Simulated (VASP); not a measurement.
# AgCl (Fm-3m) in VASP: settings compared

The runs below take AgCl through single point, with LDA, PBEsol.

Program: VASP 6.6.1. These are calculated values, not measurements. Logs are shortened: lines on timing, memory, paths and dates and some standing lists are left out, and cuts for length are marked.

## (1) The cell of the first run

Symmetry: Fm-3m, No. 225, cubic system. Conventional cell: a = 5.506 Å, b = 5.506 Å, c = 5.506 Å, α = 90.00°, β = 90.00°, γ = 90.00°. Within 3.6 Å of Ag (site symmetry m-3m) lie 6 Cl at 2.75 Å. Within 3.6 Å of Cl (site symmetry m-3m) lie 6 Ag at 2.75 Å.

## (2) Single point, LDA (20.87 Å³/atom)

Input file INCAR:

```
PREC     = Accurate       # precision mode
ENCUT    = 520            # plane-wave cutoff, eV
EDIFF    = 1E-7           # SCF threshold, eV
ISMEAR   = -1             # smearing method
SIGMA    = 0.05           # smearing width, eV
LREAL    = F              # projectors in reciprocal space
LASPH    = T              # aspherical terms in the spheres
NELM     = 60             # most SCF steps
ALGO     = Normal         # electronic algorithm
ISIF     = 2              # what is computed and relaxed
LWAVE    = F              # write WAVECAR
LCHARG   = F              # write CHGCAR
GGA      = CA             # functional
NBANDS   = 16             # bands
```

Input file KPOINTS:

```
regular mesh
0
Gamma
  8 8 8
```

Input file POSCAR:

```
AgCl
1.0
    0.0000000000      2.7531131106      2.7531131106
    2.7531131106      0.0000000000      2.7531131106
    2.7531131106      2.7531131106      0.0000000000
Ag Cl
1 1
Direct
    0.0000000000      0.0000000000      0.0000000000
    0.5000000000      0.5000000000      0.5000000000
```

Potentials or basis: VASP PAW LDA potentials, release 64 (Ag, Cl).

Launch:

```sh
$ cat potpaw_LDA.64/Ag/POTCAR potpaw_LDA.64/Cl/POTCAR > POTCAR
$ mpirun -np 1 vasp_std > vasp.out
```

OUTCAR:

```text
PREC = Accurate
   ENCUT = 520
   EDIFF = 1E-7
   ISMEAR = -1
   LREAL = F
   LASPH = T
   NELM = 60
   ISIF = 2
   GGA = CA

 ion  position               nearest neighbor table
   1  0.000  0.000  0.000-   2 2.75   2 2.75   2 2.75   2 2.75   2 2.75   2 2.75
   2  0.500  0.500  0.500-   1 2.75   1 2.75   1 2.75   1 2.75   1 2.75   1 2.75

  LATTYP: Found a face centered cubic cell.
 ALAT       =     5.5062262212

  Lattice vectors:

 A1 = (   0.0000000000,   2.7531131106,   2.7531131106)
 A2 = (   2.7531131106,   0.0000000000,   2.7531131106)
 A3 = (   2.7531131106,   2.7531131106,   0.0000000000)

Analysis of symmetry for initial positions (statically):
=====================================================================
 Subroutine PRICEL returns:
 Original cell was already a primitive cell.

 Routine SETGRP: Setting up the symmetry group for a
 face centered cubic supercell.

 Subroutine GETGRP returns: Found 48 space group operations
 (whereof 48 operations were pure point group operations)
 out of a pool of 48 trial point group operations.

The static configuration has the point symmetry O_h .

Analysis of symmetry for dynamics (positions and initial velocities):
=====================================================================
 Subroutine PRICEL returns:
 Original cell was already a primitive cell.

 Routine SETGRP: Setting up the symmetry group for a
 face centered cubic supercell.

 Subroutine GETGRP returns: Found 48 space group operations
 (whereof 48 operations were pure point group operations)
 out of a pool of 48 trial point group operations.

The dynamic configuration has the point symmetry O_h .

 Subroutine INISYM returns: Found 48 space group operations
 (whereof 48 operations are pure point group operations),
 and found     1 'primitive' translations

----------------------------------------------------------------------------------------

                                     Primitive cell

  volume of cell :      41.7352

  direct lattice vectors                    reciprocal lattice vectors
     0.000000000  2.753113111  2.753113111    -0.181612589  0.181612589  0.181612589
     2.753113111  0.000000000  2.753113111     0.181612589 -0.181612589  0.181612589
     2.753113111  2.753113111  0.000000000     0.181612589  0.181612589 -0.181612589

  length of vectors
     3.893489900  3.893489900  3.893489900     0.314562232  0.314562232  0.314562232

  position of ions in fractional coordinates (direct lattice)
     0.000000000  0.000000000  0.000000000
     0.500000000  0.500000000  0.500000000

  ion indices of the primitive-cell ions
   primitive index   ion index
                 1           1
                 2           2

----------------------------------------------------------------------------------------

 KPOINTS: regular mesh

Automatic generation of k-mesh.
 Grid dimensions read from file:
 generate k-points for:    8    8    8

 Generating k-lattice:

  Cartesian coordinates                     Fractional coordinates (reciprocal lattice)
    -0.022701574  0.022701574  0.022701574     0.125000000  0.000000000  0.000000000
     0.022701574 -0.022701574  0.022701574     0.000000000  0.125000000  0.000000000
     0.022701574  0.022701574 -0.022701574     0.000000000  0.000000000  0.125000000

  Length of vectors
     0.039320279  0.039320279  0.039320279

  Shift w.r.t. Gamma in fractional coordinates (k-lattice)
     0.000000000  0.000000000  0.000000000

 Subroutine IBZKPT returns following result:
 ===========================================

 Found     29 irreducible k-points:

 Following reciprocal coordinates:
            Coordinates               Weight
  0.000000  0.000000  0.000000      1.000000
  0.125000  0.000000  0.000000      8.000000
  0.250000  0.000000  0.000000      8.000000
  0.375000  0.000000  0.000000      8.000000
  0.500000  0.000000  0.000000      4.000000
  0.125000  0.125000  0.000000      6.000000
[... 16 lines left out ...]
  0.500000  0.250000  0.125000     48.000000
 -0.375000  0.250000  0.125000     24.000000
 [... further k-points ...]
   k-points           NKPTS =     29   k-points in BZ     NKDIM =     29   number of bands    NBANDS=     16
   number of dos      NEDOS =    301   number of ions     NIONS =      2
   total plane-waves  NPLWV =  27000
   dimension x,y,z NGX =    30 NGY =   30 NGZ =   30
   dimension x,y,z NGXF=    60 NGYF=   60 NGZF=   60
   ions per type =               1   1
   NGX,Y,Z   is equivalent  to a cutoff of  12.81, 12.81, 12.81 a.u.
   NGXF,Y,Z  is equivalent  to a cutoff of  25.62, 25.62, 25.62 a.u.
 SYSTEM =  unknown system
   PREC   = accura    normal or accurate (medium, high low for compatibility)
   ISTART =      0    job   : 0-new  1-cont  2-samecut
   ICHARG =      2    charge: 1-file 2-atom 10-const
   ISPIN  =      1    spin polarized calculation?
   LNONCOLLINEAR =      F non collinear calculations
   LSORBIT =      F    spin-orbit coupling
   LASPH  =      T    aspherical Exc in radial PAW
   ENCUT  =  520.0 eV  38.22 Ry    6.18 a.u.   7.24  7.24  7.24*2*pi/ulx,y,z
   NELM   =     60;   NELMIN=  2; NELMDL= -5     # of ELM steps
   EDIFF  = 0.1E-06   stopping-criterion for ELM
   LREAL  =      F    real-space projection
   EDIFFG = 0.1E-05   stopping-criterion for IOM
   NSW    =      0    number of steps for IOM
   IBRION =     -1    ionic relax: 0-MD 1-quasi-New 2-CG
   NFREE  =      0    steps in history (QN), initial steepest desc. (CG)
   ISIF   =      2    stress and relaxation
   ISYM   =      2    0-nonsym 1-usesym 2-fastsym
   POTIM  = 0.5000    time-step for ionic-motion
   TEBEG  =    0.0;   TEEND  =   0.0 temperature during run
   PSTRESS=    0.0 pullay stress
   NELECT =      18.0000    total number of electrons
   NUPDOWN=      -1.0000    fix difference up-down
   EMIN   =  10.00;   EMAX   =-10.00  energy-range for DOS
   EFERMI =   0.00;   METHOD = LEGACY
   ISMEAR =    -1;   SIGMA  =   0.05  broadening in eV -4-tet -1-fermi 0-gaus
   EFERMI_NEDOS =   21; number of points for ismear=-14 and -15
   IALGO  =     38    algorithm
   IMIX   =      4    mixing-type and parameters
     AMIX     =   0.40;   BMIX     =  1.00
     AMIX_MAG =   1.60;   BMIX_MAG =  1.00
  volume/ion in A,a.u.               =      20.87       140.82
  Fermi-wavevector in a.u.,A,eV,Ry     =   1.236892  2.337386 20.815562  1.529901
  Thomas-Fermi vector in A             =   2.371481
   LORBIT       =      0    0 simple, 1 ext, 2 COOP (PROOUT), +10 PAW based schemes
   GGA     = CA    functional components
   LHFCALC =     F    Hartree Fock is set to
   AEXX    =    0.0000 exact exchange contribution
   IVDW    =     0    specifies the selected vdW correction
   LEPSILON=     F    determine dielectric tensor
   LRPA    =     F    only Hartree local field effects (RPA)
 non-spin polarized calculation
  energy-cutoff  :      520.00
  volume of cell :       41.74
 maximum number of plane-waves:      1158
 NGX is ok and might be reduce to    30
   NGX = 15   NGY = 15   NGZ = 15

 number of electron      18.0000004 magnetization

 Free energy of the ion-electron system (eV)
  ---------------------------------------------------
  ext. energy  EPLUGINS =         0.00000000
  ---------------------------------------------------
  free energy    TOTEN  =        -6.74113394 eV

  energy without entropy =       -6.74111082  energy(sigma->0) =       -6.74112238

 E-fermi :   4.2570     XC(G=0): -10.5495

 val. band max:        3.8602037220   @ k =   0.5000   0.0000   0.0000
 cond. band min:       4.5003499974   @ k =   0.0000   0.0000   0.0000
 fundamental gap:      0.6401462754
 Fermi energy:         4.2570285893

 k-point     1 :       0.0000    0.0000    0.0000
  band No.  band energies     occupation
      1     -11.3349      2.00000
      2       1.2476      2.00000
      3       1.2476      2.00000
      4       1.2476      2.00000
      5       1.2875      2.00000
      6       1.2875      2.00000
[... 8 lines left out ...]
     15      16.9879      0.00000
     16      16.9879      0.00000

 k-point     2 :       0.1250    0.0000    0.0000
  band No.  band energies     occupation
      1     -11.2683      2.00000
      2       0.5491      2.00000
      3       0.6122      2.00000
      4       0.6122      2.00000
      5       1.3067      2.00000
      6       1.3067      2.00000
[... 8 lines left out ...]
     15      15.7869      0.00000
     16      16.3342      0.00000

 k-point     3 :       0.2500    0.0000    0.0000
  band No.  band energies     occupation
      1     -11.1000      2.00000
      2      -0.5362      2.00000
      3       0.0180      2.00000
      4       0.0180      2.00000
      5       1.4439      2.00000
      6       1.4439      2.00000
[... 8 lines left out ...]
     15      16.0439      0.00000
     16      16.2475      0.00000

 k-point     4 :       0.3750    0.0000    0.0000
  band No.  band energies     occupation
      1     -10.9196      2.00000
      2      -1.3565      2.00000
      3      -0.3605      2.00000
      4      -0.3605      2.00000
      5       1.5873      2.00000
      6       1.5873      2.00000
[... 8 lines left out ...]
     15      16.9229      0.00000
     16      16.9229      0.00000
[... 324 lines left out ...]
 k-point    22 :       0.3750    0.2500    0.1250
  band No.  band energies     occupation
      1     -10.9973      2.00000
      2      -0.9258      2.00000
      3      -0.0660      2.00000
      4       0.3030      2.00000
      5       1.3510      2.00000
      6       1.5666      2.00000
[... 8 lines left out ...]
     15      17.9779      0.00000
     16      19.1022      0.00000

 k-point    23 :       0.5000    0.2500    0.1250
  band No.  band energies     occupation
      1     -10.8688      2.00000
      2      -1.1507      2.00000
      3      -0.3696      2.00000
      4      -0.1127      2.00000
      5       1.4799      2.00000
      6       1.6558      2.00000
[... 8 lines left out ...]
     15      18.1836      0.00000
     16      18.9447      0.00000

 k-point    24 :      -0.3750    0.2500    0.1250
  band No.  band energies     occupation
      1     -10.8138      2.00000
      2      -1.2208      2.00000
      3      -0.4259      2.00000
      4      -0.3703      2.00000
      5       1.5769      2.00000
      6       1.6502      2.00000
[... 8 lines left out ...]
     15      17.2707      0.00000
     16      18.7859      0.00000

 [... further k-points ...]

------------------------ aborting loop because EDIFF is reached ----------------------------------------

  FORCE on cell =-STRESS in cart. coord.  units (eV):
  Direction    XX          YY          ZZ          XY          YZ          ZX
  --------------------------------------------------------------------------------------
  -------------------------------------------------------------------------------------
  Total       -1.2223420     -1.2223420     -1.2223420      0.0000000      0.0000000     -0.0000000
  in kB      -46.9246634    -46.9246634    -46.9246634      0.0000000      0.0000000     -0.0000000
  external PRESSURE =     -46.9246634 kB  Pullay stress =       0.0000000 kB

 VOLUME and BASIS-vectors are now :
 -----------------------------------------------------------------------------
  energy-cutoff  :      520.00
  volume of cell :       41.74
      direct lattice vectors                 reciprocal lattice vectors
     0.000000000  2.753113111  2.753113111    -0.181612589  0.181612589  0.181612589
     2.753113111  0.000000000  2.753113111     0.181612589 -0.181612589  0.181612589
     2.753113111  2.753113111  0.000000000     0.181612589  0.181612589 -0.181612589

 POSITION                                       TOTAL-FORCE (eV/Angst)
 -----------------------------------------------------------------------------------
      0.00000      0.00000      0.00000        -0.000000     -0.000000     -0.000000
      2.75311      2.75311      2.75311         0.000000      0.000000      0.000000
 -----------------------------------------------------------------------------------
    total drift:                               -0.000000      0.000000      0.000000

  FREE ENERGIE OF THE ION-ELECTRON SYSTEM (eV)
  ---------------------------------------------------
  free  energy   TOTEN  =        -6.7411339364 eV

  energy  without entropy=       -6.7411108173  energy(sigma->0) =       -6.74112238
```

It took 31 s on 1 thread of Intel Xeon 8259CL, shared host; peak memory 0.16 GiB.

What came out:

* Free energy: -6.7411 eV
* Pressure: -4.7 GPa
* Band gap on the k mesh: 0.64 eV (least direct gap 3.03 eV)

Levels at points of the mesh, in eV from the valence-band top:
| k point | band 5 | band 6 | band 7 | band 8 | band 9 | band 10 | band 11 | band 12 | band 13 | band 14 |
| --- | --- | --- | --- | --- | --- | --- | --- | --- | --- | --- |
| (0.00, 0.00, 0.00) | -2.57 | -2.57 | -2.39 | -2.39 | -2.39 | 0.64 | 10.73 | 10.73 | 10.73 | 12.01 |
| (0.50, 0.00, 0.00) | -2.21 | -2.21 | -1.88 | 0.00 | 0.00 | 3.91 | 6.46 | 7.41 | 7.41 | 13.37 |
| (0.50, 0.50, 0.00) | -2.97 | -2.37 | -2.08 | -2.08 | -1.99 | 2.09 | 7.82 | 8.46 | 11.34 | 11.34 |

Caveat: the cell stands under tension. A k mesh can miss the band edges.

## (3) Single point, PBEsol (20.87 Å³/atom)

Input file INCAR:

```
SYSTEM = AgCl
PREC = Accurate ; ENCUT = 520
EDIFF = 1E-6 ; ISMEAR = -1
SIGMA = 0.05 ; LREAL = .FALSE.
LASPH = .TRUE. ; NELM = 80
ALGO = Normal ; ISIF = 2
LWAVE = .FALSE. ; LCHARG = .FALSE.
GGA = PS ; NBANDS = 16
```

Input file KPOINTS:

```
Automatic mesh
0
G
  8 8 8
  0 0 0
```

POSCAR is that of step 2.

Potentials or basis: VASP PAW PBE potentials, release 64 (Ag, Cl).

Launch:

```sh
$ cat potpaw_PBE.64/Ag/POTCAR potpaw_PBE.64/Cl/POTCAR > POTCAR
$ mpirun -np 1 vasp_std > vasp.out
```

It took 36 s on 1 thread of Intel Xeon 8259CL, shared host; peak memory 0.18 GiB.

Results (log left out):

```yaml
Free_energy: -6.0538 eV
Pressure: -1.8 GPa
Band_gap_on_the_k_mesh: 0.73 eV (least direct gap 3.11 eV)
```

Levels at points of the mesh, in eV from the valence-band top:
| k point | band 6 | band 7 | band 8 | band 9 | band 10 | band 11 | band 12 | band 13 |
| --- | --- | --- | --- | --- | --- | --- | --- | --- |
| (0.00, 0.00, 0.00) | -2.53 | -2.42 | -2.42 | -2.42 | 0.73 | 10.74 | 10.74 | 10.74 |
| (0.50, 0.00, 0.00) | -2.17 | -1.84 | 0.00 | 0.00 | 3.97 | 6.56 | 7.49 | 7.49 |
| (0.50, 0.50, 0.00) | -2.32 | -2.04 | -2.04 | -1.94 | 2.20 | 7.82 | 8.53 | 11.46 |

Caveat: the PAW data sets were made with another functional, which shifts forces and pressure a little. A k mesh can miss the band edges.

## (4) Single point, LDA (21.28 Å³/atom)

This run uses another cell than the first one, of 21.28 Å³/atom.

Input file INCAR:

```
SYSTEM = AgCl
PREC = Accurate
ENCUT = 520
EDIFF = 1E-7
ISMEAR = -1
SIGMA = 0.05
LREAL = .FALSE.
LASPH = .TRUE.
NELM = 80
ALGO = Normal
ISIF = 2
LWAVE = .FALSE.
LCHARG = .FALSE.
NBANDS = 16
```

Input file KPOINTS:

```
regular mesh
0
G
  8 8 8
  0 0 0
```

Input file POSCAR:

```
AgCl
1.0
    0.0000000000      2.7709909694      2.7709909694
    2.7709909694      0.0000000000      2.7709909694
    2.7709909694      2.7709909694      0.0000000000
Ag Cl
1 1
Direct
    0.0000000000      0.0000000000      0.0000000000
    0.5000000000      0.5000000000      0.5000000000
```

Potentials or basis: VASP PAW LDA potentials, release 64 (Ag, Cl).

Launch:

```sh
$ cat potpaw_LDA.64/Ag/POTCAR potpaw_LDA.64/Cl/POTCAR > POTCAR
$ mpirun -np 1 vasp_std > vasp.out
```

Wall time 29 s (1 thread of Intel Xeon 8259CL, shared host); peak memory 0.15 GiB.

The run converged. Its results:

```yaml
Free_energy: -6.7154 eV
Pressure: -5.5 GPa
Band_gap_on_the_k_mesh: 0.64 eV (least direct gap 2.95 eV)
```

Levels at points of the mesh, in eV from the valence-band top:
| k point | band 6 | band 7 | band 8 | band 9 | band 10 | band 11 | band 12 | band 13 |
| --- | --- | --- | --- | --- | --- | --- | --- | --- |
| (0.00, 0.00, 0.00) | -2.49 | -2.31 | -2.31 | -2.31 | 0.64 | 10.74 | 10.74 | 10.74 |
| (0.50, 0.00, 0.00) | -2.15 | -1.83 | 0.00 | 0.00 | 3.96 | 6.35 | 7.45 | 7.45 |
| (0.50, 0.50, 0.00) | -2.30 | -2.02 | -2.02 | -1.94 | 2.12 | 7.84 | 8.39 | 11.23 |

Caveat: the cell stands under tension. A k mesh can miss the band edges.

(Continued in part 2 of 2.)
